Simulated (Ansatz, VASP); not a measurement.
# InSb in VASP and in Ansatz

```xyz
4
Lattice="5.9204 0.0000 0.0000 0.0000 5.9380 0.0000 0.0000 0.0000 3.2225" Properties=species:S:1:pos:R:3 pbc="T T T"
In    0.0000    0.0000    0.0284
In    2.9602    2.9690    3.1941
Sb    0.0000    2.9690    0.8926
Sb    2.9602    0.0000    2.3299
```

Alike in both runs: task single point; functional PBE; k mesh 8 × 8 × 14; occupations fermi-dirac, width 0.1 eV; no spin polarisation.

|  | VASP | Ansatz |
| --- | --- | --- |
| version | VASP 6.6.1 | Ansatz 0.2.0 |
| potentials or method | VASP PAW PBE potentials, release 64 (In_d, Sb), cutoff 520 eV | scalar-relativistic, plane waves, PAW |
| valence electrons in the cell | 36 | 56 |

|  | VASP | Ansatz | Ansatz less VASP |
| --- | --- | --- | --- |
| gap on the k mesh at the Fermi level (eV) | none | none | - |
| pressure (GPa) | 0.0 | 0.1 | +0.05 |
| traceless stress, the component that is largest in VASP (GPa) | 0.37 | 0.39 | +0.017 |
| rms of the force components (eV/Å) | 0.023 | 0.023 | 0.0000 |

Atom by atom the forces differ by 0.000 eV/Å (rms over components). A gap of «none» marks a metal or a gap that the smearing closes. With one functional, cell and mesh, what is left measures potentials, basis and numerics. VASP's potentials hold 36 valence electrons a cell and Ansatz's 56, so a difference there can come from the potentials and not from the codes.

Neither program's run includes spin-orbit coupling.
